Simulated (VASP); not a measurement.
# As2H in VASP: a series of runs

As2H is run at these levels: PBE+D3(BJ); tasks: single point.

Program: VASP 6.6.1. These are calculated values, not measurements. Logs are shortened: lines on timing, memory, paths and dates and some standing lists are left out, and cuts for length are marked.

**1. The cell of the first run**

The cell holds a slab with vacuum, 3 atoms: a = 3.571 Å, b = 3.571 Å, c = 18.398 Å, α = 90.00°, β = 90.00°, γ = 120.00°.

**2. Single point, PBE+D3(BJ), collinear spin**

INCAR

```
ALGO     = Normal         # electronic algorithm
DIPOL    = 0.5 0.5 0.298
EDIFF    = 1E-7           # SCF threshold, eV
ENCUT    = 520            # plane-wave cutoff, eV
GGA      = PE             # functional
IDIPOL   = 3            
ISIF     = 2              # what is computed and relaxed
ISMEAR   = 0              # smearing method
ISPIN    = 2              # spin polarisation
IVDW     = 12             # dispersion correction
LASPH    = T              # aspherical terms in the spheres
LCHARG   = F              # write CHGCAR
LDIPOL   = T            
LORBIT   = 11             # projections on sites
LREAL    = F              # projectors in reciprocal space
LWAVE    = F              # write WAVECAR
MAGMOM   = 0 0 1          # initial moments
NBANDS   = 16             # bands
NELM     = 150            # most SCF steps
PREC     = Accurate       # precision mode
SIGMA    = 0.05           # smearing width, eV
```

KPOINTS

```
k-points
0
Gamma
  9 9 1
```

POSCAR

```
As2H
1.0
    3.5713387681      0.0000000000      0.0000000000
   -1.7856693841      3.0928700987      0.0000000000
    0.0000000000      0.0000000000     18.3976402524
As H
2 1
Direct
    0.3333333333      0.6666666667      0.2933876398
    0.6666666667      0.3333333333      0.2174191877
    0.8333333333      0.6666666667      0.3830730548
```

Potentials or basis: VASP PAW PBE potentials, release 64 (As, H).

The run is started by

```bash
cat potpaw_PBE.64/As/POTCAR potpaw_PBE.64/H/POTCAR > POTCAR
mpirun -np 1 vasp_std > vasp.out
```

OUTCAR:

```text
EDIFF = 1E-7
   ENCUT = 520
   GGA = PE
   ISIF = 2
   ISMEAR = 0
   ISPIN = 2
   IVDW = 12
   LASPH = T
   LORBIT = 11
   LREAL = F
   NELM = 150
   PREC = Accurate
 IVDW          = 12

 ion  position               nearest neighbor table
   1  0.333  0.667  0.293-   2 2.49   2 2.49   2 2.49
   2  0.667  0.333  0.217-   1 2.49   1 2.49   1 2.49
   3  0.833  0.667  0.383-

  LATTYP: Found a hexagonal cell.
 ALAT       =     3.5713387681
 C/A-ratio  =     5.1514688040

  Lattice vectors:

 A1 = (   3.5713387681,   0.0000000000,   0.0000000000)
 A2 = (  -1.7856693841,   3.0928700987,   0.0000000000)
 A3 = (   0.0000000000,   0.0000000000,  18.3976402524)

Analysis of symmetry for initial positions (statically):
=====================================================================
 Subroutine PRICEL returns:
 Original cell was already a primitive cell.

 Routine SETGRP: Setting up the symmetry group for a
 hexagonal supercell.

 Subroutine GETGRP returns: Found  2 space group operations
 (whereof  2 operations were pure point group operations)
 out of a pool of 24 trial point group operations.

The static configuration has the point symmetry C_1h.

Analysis of symmetry for dynamics (positions and initial velocities):
=====================================================================
 Subroutine PRICEL returns:
 Original cell was already a primitive cell.

 Routine SETGRP: Setting up the symmetry group for a
 hexagonal supercell.

 Subroutine GETGRP returns: Found  2 space group operations
 (whereof  2 operations were pure point group operations)
 out of a pool of 24 trial point group operations.

The dynamic configuration has the point symmetry C_1h.

Analysis of structural, dynamic, and magnetic symmetry:
=====================================================================
 Subroutine PRICEL returns:
 Original cell was already a primitive cell.

 Routine SETGRP: Setting up the symmetry group for a
 hexagonal supercell.

 Subroutine GETGRP returns: Found  2 space group operations
 (whereof  2 operations were pure point group operations)
 out of a pool of 24 trial point group operations.

The overall configuration has the point symmetry C_1h.

 Subroutine INISYM returns: Found  2 space group operations
 (whereof  2 operations are pure point group operations),
 and found     1 'primitive' translations

----------------------------------------------------------------------------------------

                                     Primitive cell

  volume of cell :     203.2146

  direct lattice vectors                    reciprocal lattice vectors
     3.571338768  0.000000000  0.000000000     0.280007041  0.161662140  0.000000000
    -1.785669384  3.092870099  0.000000000     0.000000000  0.323324281  0.000000000
     0.000000000  0.000000000 18.397640252     0.000000000  0.000000000  0.054354797

  length of vectors
     3.571338768  3.571338768 18.397640252     0.323324281  0.323324281  0.054354797

  position of ions in fractional coordinates (direct lattice)
     0.333333333  0.666666667  0.293387640
     0.666666667  0.333333333  0.217419188
     0.833333333  0.666666667  0.383073055

  ion indices of the primitive-cell ions
   primitive index   ion index
                 1           1
                 2           2
                 3           3

----------------------------------------------------------------------------------------

 KPOINTS: k-points

Automatic generation of k-mesh.
 Grid dimensions read from file:
 generate k-points for:    9    9    1

 Generating k-lattice:

  Cartesian coordinates                     Fractional coordinates (reciprocal lattice)
     0.031111893  0.017962460  0.000000000     0.111111111  0.000000000  0.000000000
     0.000000000  0.035924920  0.000000000     0.000000000  0.111111111  0.000000000
     0.000000000  0.000000000  0.054354797     0.000000000  0.000000000  1.000000000

  Length of vectors
     0.035924920  0.035924920  0.054354797

  Shift w.r.t. Gamma in fractional coordinates (k-lattice)
     0.000000000  0.000000000  0.000000000

 Subroutine IBZKPT returns following result:
 ===========================================

 Found     25 irreducible k-points:

 Following reciprocal coordinates:
            Coordinates               Weight
  0.000000  0.000000  0.000000      1.000000
  0.111111 -0.000000  0.000000      4.000000
  0.000000  0.111111  0.000000      2.000000
  0.222222 -0.000000  0.000000      4.000000
  0.000000  0.222222  0.000000      2.000000
  0.333333 -0.000000  0.000000      4.000000
[... 16 lines left out ...]
 -0.222222 -0.444444  0.000000      4.000000
  0.444444  0.333333  0.000000      4.000000
   k-points           NKPTS =     25   k-points in BZ     NKDIM =     25   number of bands    NBANDS=     16
   number of dos      NEDOS =    301   number of ions     NIONS =      3
   total plane-waves  NPLWV = 109760
   dimension x,y,z NGX =    28 NGY =   28 NGZ =  140
   dimension x,y,z NGXF=    56 NGYF=   56 NGZF=  280
   ions per type =               2   1
   NGX,Y,Z   is equivalent  to a cutoff of  13.03, 13.03, 12.65 a.u.
   NGXF,Y,Z  is equivalent  to a cutoff of  26.07, 26.07, 25.30 a.u.
 SYSTEM =  unknown system
   PREC   = accura    normal or accurate (medium, high low for compatibility)
   ISTART =      0    job   : 0-new  1-cont  2-samecut
   ICHARG =      2    charge: 1-file 2-atom 10-const
   ISPIN  =      2    spin polarized calculation?
   LNONCOLLINEAR =      F non collinear calculations
   LSORBIT =      F    spin-orbit coupling
   LASPH  =      T    aspherical Exc in radial PAW
   ENCUT  =  520.0 eV  38.22 Ry    6.18 a.u.   6.64  6.64 34.21*2*pi/ulx,y,z
   NELM   =    150;   NELMIN=  2; NELMDL= -5     # of ELM steps
   EDIFF  = 0.1E-06   stopping-criterion for ELM
   LREAL  =      F    real-space projection
   EDIFFG = 0.1E-05   stopping-criterion for IOM
   NSW    =      0    number of steps for IOM
   IBRION =     -1    ionic relax: 0-MD 1-quasi-New 2-CG
   NFREE  =      0    steps in history (QN), initial steepest desc. (CG)
   ISIF   =      2    stress and relaxation
   ISYM   =      2    0-nonsym 1-usesym 2-fastsym
   POTIM  = 0.5000    time-step for ionic-motion
   TEBEG  =    0.0;   TEEND  =   0.0 temperature during run
   PSTRESS=    0.0 pullay stress
   NELECT =      11.0000    total number of electrons
   NUPDOWN=      -1.0000    fix difference up-down
   EMIN   =  10.00;   EMAX   =-10.00  energy-range for DOS
   EFERMI =   0.00;   METHOD = LEGACY
   ISMEAR =     0;   SIGMA  =   0.05  broadening in eV -4-tet -1-fermi 0-gaus
   EFERMI_NEDOS =   21; number of points for ismear=-14 and -15
   IALGO  =     38    algorithm
   IMIX   =      4    mixing-type and parameters
     AMIX     =   0.40;   BMIX     =  1.00
     AMIX_MAG =   1.60;   BMIX_MAG =  1.00
  volume/ion in A,a.u.               =      67.74       457.12
  Fermi-wavevector in a.u.,A,eV,Ry     =   0.619281  1.170271  5.217949  0.383508
  Thomas-Fermi vector in A             =   1.678022
   LORBIT       =     11    0 simple, 1 ext, 2 COOP (PROOUT), +10 PAW based schemes
   GGA     = PE    functional components
   LHFCALC =     F    Hartree Fock is set to
   AEXX    =    0.0000 exact exchange contribution
   IVDW    =    12    specifies the selected vdW correction
   LEPSILON=     F    determine dielectric tensor
   LRPA    =     F    only Hartree local field effects (RPA)
 spin polarized calculation
 Gauss-broadening in eV      SIGMA  =   0.05
  energy-cutoff  :      520.00
  volume of cell :      203.21
 maximum number of plane-waves:      5529
   NGX = 13   NGY = 13   NGZ = 69

 dipolmoment           0.000000      0.000000     -0.007081 electrons x Angstroem

 number of electron      11.0000000 magnetization       0.5278221

 dipolmoment           0.000000      0.000000      0.060385 electrons x Angstroem

 Free energy of the ion-electron system (eV)
  ---------------------------------------------------
  ext. energy  EPLUGINS =         0.00000000
  ---------------------------------------------------
  free energy    TOTEN  =       -10.70921997 eV

  energy without entropy =      -10.70687078  energy(sigma->0) =      -10.70804538

 E-fermi :  -2.9314     XC(G=0):  -3.1166

 val. band max:       -2.9324207001   @ k =   0.4444   0.3333   0.0000
 cond. band min:      -2.9081318181   @ k =   0.3333   0.2222   0.0000
 fundamental gap:      0.0242888820
 Fermi energy:        -2.9314489288

 spin component 1

 k-point     1 :       0.0000    0.0000    0.0000
  band No.  band energies     occupation
      1     -17.2508      1.00000
      2     -11.1020      1.00000
      3      -5.8294      1.00000
      4      -3.5622      1.00000
      5      -3.5617      1.00000
      6      -2.5676      0.00000
[... 8 lines left out ...]
     15       5.8461      0.00000
     16       6.1706      0.00000

 k-point     2 :       0.1111   -0.0000    0.0000
  band No.  band energies     occupation
      1     -17.0827      1.00000
      2     -11.0467      1.00000
      3      -5.9437      1.00000
      4      -4.7703      1.00000
      5      -3.9189      1.00000
      6      -2.2076      0.00000
[... 8 lines left out ...]
     15       5.6785      0.00000
     16       6.1341      0.00000
[... 387 lines left out ...]
      5      -5.2592      1.00000
      6      -3.4652      1.00000
[... 8 lines left out ...]
     15       6.5621      0.00000
     16       6.9591      0.00000

 k-point    24 :       0.4444    0.3333    0.0000
  band No.  band energies     occupation
      1     -14.4512      1.00000
      2     -12.8126      1.00000
      3      -7.8159      1.00000
      4      -6.5291      1.00000
      5      -5.4468      1.00000
      6      -3.8658      1.00000
[... 8 lines left out ...]
     15       6.5836      0.00000
     16       6.9916      0.00000

 [... further k-points ...]

 spin component 2

 k-point     1 :       0.0000    0.0000    0.0000
  band No.  band energies     occupation
      1     -17.1932      1.00000
      2     -10.9772      1.00000
      3      -5.2171      1.00000
      4      -3.5008      1.00000
      5      -3.4979      1.00000
      6      -2.1709      0.00000
[... 8 lines left out ...]
     15       5.9141      0.00000
     16       6.2639      0.00000

 k-point     2 :       0.1111   -0.0000    0.0000
  band No.  band energies     occupation
      1     -17.0252      1.00000
      2     -10.9291      1.00000
      3      -5.3960      1.00000
      4      -4.6396      1.00000
      5      -3.8566      1.00000
      6      -1.6439      0.00000
[... 8 lines left out ...]
     15       5.7789      0.00000
     16       6.1929      0.00000
[... 387 lines left out ...]
      5      -5.1408      1.00000
      6      -2.4755      0.00000
[... 8 lines left out ...]
     15       6.6655      0.00000
     16       7.0285      0.00000

 k-point    24 :       0.4444    0.3333    0.0000
  band No.  band energies     occupation
      1     -14.4018      1.00000
      2     -12.7497      1.00000
      3      -7.6911      1.00000
      4      -6.3632      1.00000
      5      -5.2490      1.00000
      6      -2.9324      0.51096
[... 8 lines left out ...]
     15       6.7207      0.00000
     16       7.0421      0.00000

 [... further k-points ...]

------------------------ aborting loop because EDIFF is reached ----------------------------------------

 vacuum level on the upper side and lower side of the slab       (xc-potential included)         0.480        -0.481

 Edisp (eV)   -0.52145

 E8    (eV) :    -0.2215

  FORCE on cell =-STRESS in cart. coord.  units (eV):
  Direction    XX          YY          ZZ          XY          YZ          ZX
  --------------------------------------------------------------------------------------
  -------------------------------------------------------------------------------------
  Total      -1.33698     0.23722    -1.18152    -0.00000     0.60715    -0.00000
  in kB     -10.54094     1.87027    -9.31532    -0.00000     4.78689    -0.00000
  external pressure =       -6.00 kB  Pullay stress =        0.00 kB

 VOLUME and BASIS-vectors are now :
 -----------------------------------------------------------------------------
  energy-cutoff  :      520.00
  volume of cell :      203.21
      direct lattice vectors                 reciprocal lattice vectors
     3.571338768  0.000000000  0.000000000     0.280007041  0.161662140  0.000000000
    -1.785669384  3.092870099  0.000000000     0.000000000  0.323324281  0.000000000
     0.000000000  0.000000000 18.397640252     0.000000000  0.000000000  0.054354797

 POSITION                                       TOTAL-FORCE (eV/Angst)
 -----------------------------------------------------------------------------------
     -0.00000      2.06191      5.39764        -0.000000      0.041416      1.031954
      1.78567      1.03096      4.00000         0.000000     -0.221601     -0.175016
      1.78567      2.06191      7.04764        -0.000000      0.180185     -0.856938
 -----------------------------------------------------------------------------------
    total drift:                                0.000000      0.000067      0.000047

  FREE ENERGIE OF THE ION-ELECTRON SYSTEM (eV)
  ---------------------------------------------------
  free  energy   TOTEN  =       -11.2306664442 eV

  energy  without entropy=      -11.2283172547  energy(sigma->0) =      -11.22949185

 vacuum level on the upper side and lower side of the slab         2.723         1.733

 total charge

# of ion       s       p       d       tot
------------------------------------------
    1        1.294   1.321   0.055   2.670
    2        1.294   1.381   0.043   2.718
    3        0.395   0.002   0.000   0.397
--------------------------------------------------
tot          2.983   2.704   0.098   5.785

 magnetization (x)

# of ion       s       p       d       tot
------------------------------------------
    1        0.025  -0.017   0.005   0.012
    2        0.002   0.065   0.000   0.067
    3        0.163   0.000   0.000   0.164
--------------------------------------------------
tot          0.190   0.047   0.005   0.243
```

Run time: 3 min. Hardware: 1 thread of AMD EPYC 9R45 (Zen 5), shared host; peak memory 0.44 GiB.

Results:

* Free energy: -11.2307 eV
* Largest force: 1.033 eV/Å
* Net moment: 0.53 μB per cell
* Site moments: As +0.01, +0.07; H +0.16 μB
* Valence electrons inside the program's atomic spheres: As 2.67, 2.72; H 0.40
* Dispersion energy per atom: -0.174 eV

Forces on the atoms (eV/Å):
```
As   0.000  0.041  1.032
As   0.000 -0.222 -0.175
H    0.000  0.180 -0.857
```

Caveat: a moment this small can come from the mesh or the smearing.

**3. Single point, PBE+D3(BJ), collinear spin**

INCAR

```
ALGO = Normal
DIPOL = 0.5 0.5 0.314
EDIFF = 1E-7
ENCUT = 520
GGA = PE
IDIPOL = 3
ISIF = 2
ISMEAR = 0
ISPIN = 2
IVDW = 12
LASPH = T
LCHARG = F
LDIPOL = T
LORBIT = 11
LREAL = F
LWAVE = F
MAGMOM = 0 0 1
NBANDS = 16
NELM = 150
PREC = Accurate
SIGMA = 0.05
```

KPOINTS is that of step 2.

Changes to POSCAR since step 2:

```diff
@@ -10,2 +10,2 @@
     0.6666666667      0.3333333333      0.2174191877
-    0.8333333333      0.6666666667      0.3830730548
+    0.8333333333      0.6666666667      0.4319923720
```

Potentials or basis: VASP PAW PBE potentials, release 64 (As, H).

The run is started by

```bash
cat potpaw_PBE.64/As/POTCAR potpaw_PBE.64/H/POTCAR > POTCAR
mpirun -np 1 vasp_std > vasp.out
```

It took 3.6 min on 1 thread of AMD EPYC 9R45 (Zen 5), shared host; peak memory 0.44 GiB.

Results (log left out):

* Free energy: -10.9598 eV
* Largest force: 0.170 eV/Å
* Band gap on the k mesh: 1.25 eV (least direct gap 1.54 eV)
* Net moment: 1.00 μB per cell
* Site moments: As +0.02, +0.03; H +0.36 μB
* Valence electrons inside the program's atomic spheres: As 2.71, 2.72; H 0.38
* Dispersion energy per atom: -0.163 eV

Forces on the atoms (eV/Å):
```
As   0.000  0.002  0.170
As   0.000 -0.003 -0.070
H    0.000  0.000 -0.100
```

Levels at points of the mesh, in eV from the valence-band top:
Spin up:
```tsv
k point	band 4	band 5	band 6	band 7	band 8	band 9
(0.00, 0.00, 0.00)	-0.21	-0.03	-0.03	2.19	3.49	3.49
```
Spin down:
```tsv
k point	band 2	band 3	band 4	band 5	band 6	band 7	band 8	band 9
(0.00, 0.00, 0.00)	-7.30	-0.97	0.00	0.00	1.54	2.77	3.52	3.52
```

**4. Single point, PBE+D3(BJ), collinear spin**

INCAR

```
SYSTEM = As2H
PREC = Accurate
ENCUT = 520
EDIFF = 1E-6
ISMEAR = 0
SIGMA = 0.05
LREAL = .FALSE.
LASPH = .TRUE.
NELM = 150
ALGO = Normal
ISIF = 2
LWAVE = .FALSE.
LCHARG = .FALSE.
ISPIN = 2
MAGMOM = 0 0 1
LORBIT = 11
LDIPOL = .TRUE.
IDIPOL = 3
DIPOL = 0.5 0.5 0.272
GGA = PE
IVDW = 12
NBANDS = 16
```

KPOINTS

```
Automatic mesh
0
G
  9 9 1
  0 0 0
```

Changes to POSCAR since step 3:

```diff
@@ -10,2 +10,2 @@
     0.6666666667      0.3333333333      0.2174191877
-    0.8333333333      0.6666666667      0.4319923720
+    0.8333333333      0.6666666667      0.3037150513
```

The run is started by

```bash
cat potpaw_PBE.64/As/POTCAR potpaw_PBE.64/H/POTCAR > POTCAR
mpirun -np 1 vasp_std > vasp.out
```

Run time: 3.3 min. Hardware: 1 thread of AMD EPYC 9R45 (Zen 5), shared host; peak memory 0.44 GiB.

The run converged. Its results:

```yaml
Free_energy: -11.1888 eV
Largest_force: 1.671 eV/Å
Net_moment: 0.00 μB per cell
Valence_electrons_inside_the_program's_atomic_spheres: As 2.78, 2.72; H 0.54
Dispersion_energy_per_atom: -0.170 eV
```

Forces in eV/Å, atoms in the order of the input:
```
As   0.000  0.241  0.961
As   0.000 -0.797 -1.469
H    0.000  0.555  0.509
```

Levels at points of the mesh, in eV from the Fermi level:
Spin up:
```csv
k point,band 2,band 3,band 4,band 5,band 6,band 7,band 8,band 9,band 10,band 11
"(0.00, 0.00, 0.00)",-9.13,-2.25,-2.11,-1.75,-0.38,1.34,1.93,3.25,3.80,4.33
```
Spin down:
| k point | band 4 | band 5 | band 6 | band 7 | band 8 | band 9 |
| --- | --- | --- | --- | --- | --- | --- |
| (0.00, 0.00, 0.00) | -2.11 | -1.75 | -0.38 | 1.34 | 1.93 | 3.25 |

**5. Single point, PBE+D3(BJ), collinear spin**

INCAR

```
PREC = Accurate
ENCUT = 520
EDIFF = 1E-7
ISMEAR = 0
SIGMA = 0.05
LREAL = F
LASPH = T
NELM = 150
ALGO = Normal
ISIF = 2
LWAVE = F
LCHARG = F
ISPIN = 2
MAGMOM = 0 0 1
LORBIT = 11
LDIPOL = T
IDIPOL = 3
DIPOL = 0.5 0.5 0.289
GGA = PE
IVDW = 12
NBANDS = 16
```

KPOINTS

```
Automatic mesh
0
Gamma
  9 9 1
```

Changes to POSCAR since step 4:

```diff
@@ -10,2 +10,2 @@
     0.6666666667      0.3333333333      0.2174191877
-    0.8333333333      0.6666666667      0.3037150513
+    0.8333333333      0.6666666667      0.3564392043
```

The run is started by

```bash
cat potpaw_PBE.64/As/POTCAR potpaw_PBE.64/H/POTCAR > POTCAR
mpirun -np 1 vasp_std > vasp.out
```

It took 7.1 min on 1 thread of AMD EPYC 9R45 (Zen 5), shared host; peak memory 0.45 GiB.

Results (log left out):

* Free energy: -11.5796 eV
* Largest force: 1.078 eV/Å
* Net moment: 0.04 μB per cell
* Valence electrons inside the program's atomic spheres: As 2.68, 2.72; H 0.43
* Dispersion energy per atom: -0.173 eV

Forces in eV/Å, atoms in the order of the input:
```
As   0.000  0.178  1.046
As   0.000 -0.659 -0.853
H    0.000  0.481 -0.192
```

Levels at points of the mesh, in eV from the Fermi level:
Spin up:
```csv
k point,band 1,band 2,band 3,band 4,band 5,band 6,band 7,band 8,band 9,band 10
"(0.00, 0.00, 0.00)",-14.30,-8.32,-2.51,-0.61,-0.54,0.80,2.86,2.88,3.76,4.67
```
Spin down:
```
           k point  band 3  band 4  band 5  band 6  band 7  band 8
(0.00, 0.00, 0.00)   -2.49   -0.60   -0.53    0.82    2.87    2.89
```

**6. Summary**

| cell | gap on the mesh (eV) | moment (μB) | largest force (eV/Å) |
| --- | --- | --- | --- |
| as given, atomic positions A | none | 0.53 | 1.03 |
| as given, atomic positions B | 1.25 | 1.00 | 0.17 |
| as given, atomic positions C | none | 0.00 | 1.67 |
| as given, atomic positions D | none | 0.04 | 1.08 |

Alike in all rows: task single point; level PBE+D3(BJ); potentials or basis VASP PAW PBE potentials, release 64 (As, H); spin collinear; k mesh 9 × 9 × 1; cutoff (eV) 520; smearing gaussian 0.05 eV.

Caveats: a moment this small can come from the mesh or the smearing (at least some runs).

Total energies depend on the potentials used, so only differences within one code and one set of settings carry meaning.

The gap in the log of VASP goes by the Fermi energy; the results here count the filled bands.